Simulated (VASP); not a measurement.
Wanted: the native input for a VASP 6.6.1 run.

| Property | Result |
| --- | --- |
| Task | relaxation of cell and atoms |
| Functional | PBE |
| Potentials or basis | VASP PAW PBE potentials, release 64 (W_sv) |
| Cutoff | 600 eV |
| k mesh | 18 × 18 × 18 |
| Occupations | fermi-dirac, width 0.05 eV |
| Spin | no spin polarisation |
| Dipole correction | no |
| Further INCAR settings | ALGO = Normal; EDIFF = 1e-06; IBRION = 2; EDIFFG = -0.02; NSW = 60; ISIF = 3 |

The structure of W lies in POSCAR:

```
W
1.0
    2.5900000000      0.0000000000      0.0000000000
    0.0000000000      2.5900000000      0.0000000000
    0.0000000000      0.0000000000      2.5900000000
W
1
Direct
    0.0000000000      0.0000000000      0.0000000000
```

The input as run:

INCAR

```
SYSTEM = W
PREC     = Accurate       ! precision mode
ENCUT    = 600            ! plane-wave cutoff, eV
EDIFF    = 1E-6           ! SCF threshold, eV
ISMEAR   = -1             ! smearing method
SIGMA    = 0.05           ! smearing width, eV
LREAL    = .FALSE.        ! projectors in reciprocal space
LASPH    = .TRUE.         ! aspherical terms in the spheres
NELM     = 100            ! most SCF steps
ALGO     = Normal         ! electronic algorithm
ISIF     = 3              ! what is computed and relaxed
LWAVE    = .FALSE.        ! write WAVECAR
LCHARG   = .FALSE.        ! write CHGCAR
GGA      = PE             ! functional
IBRION   = 2              ! ionic algorithm
NSW      = 60             ! ionic steps
EDIFFG   = -0.02          ! ionic threshold
```

KPOINTS

```
Automatic mesh
0
G
  18 18 18
  0 0 0
```

Potentials or basis: VASP PAW PBE potentials, release 64 (W_sv).

Run with:

```sh
$ cat potpaw_PBE.64/W_sv/POTCAR > POTCAR
$ mpirun -np 1 vasp_std > vasp.out
```

It gave:

```
Relaxed volume                         : 18.46 Å³/atom
Relaxed cell                           : a = 2.643 Å, b = 2.643 Å, c = 2.643 Å, α = 90.00°, β = 90.00°, γ = 90.00°
Space group after relaxing (to 0.05 Å) : Pm-3m (No. 221)
Energy gained by relaxing              : 46.2 meV/atom
Ionic steps                            : 4
Pressure after relaxing                : 0.0 GPa
Band gap on the k mesh                 : zero (band 7 reaches 11.08 eV, above the bottom of band 8 at 8.30 eV)
```

Caveat: spin-orbit coupling is left out, which moves the levels of the heavy elements.

Run time: 46 s on 1 thread of Intel(R) Xeon(R) 6975P-C (Granite Rapids), on a shared host, peak memory 0.19 GiB.
